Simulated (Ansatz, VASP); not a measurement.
## C: VASP beside Ansatz

```
CELL_PARAMETERS angstrom
2.41638 -0.00001 0.00000
1.20820 2.13535 0.00000
0.00000 0.00000 26.00154
ATOMIC_POSITIONS crystal
C 0.16612 0.16464 0.50000
C 0.49846 0.49994 0.50000
```

Change from the starting cell: strain along x -0.020, atoms relaxed.

Alike in both runs: functional PBE; dispersion D3(BJ); k mesh 21 × 21 × 1; occupations gaussian, width 0.1 eV; no spin polarisation.

Ansatz relaxed the structure, and its values are those at the end. VASP's run is a single point on that final structure, the one shown.

|  | VASP | Ansatz |
| --- | --- | --- |
| version | VASP 6.6.1 | Ansatz 0.2.0 |
| potentials or method | VASP PAW PBE potentials, release 64 (C), cutoff 520 eV | scalar-relativistic, plane waves, PAW |
| valence electrons in the cell | 8 | 8 |

```csv
,VASP,Ansatz,Ansatz less VASP
gap on the k mesh at the Fermi level (eV),0.21,0.21,-0.001
least direct gap on the mesh (eV),0.21,0.21,-0.001
rms of the force components (eV/Å),0.002,0.004,+0.0021
```

Ansatz's warnings: stress scf threshold loose, structure snapped to symmetry.
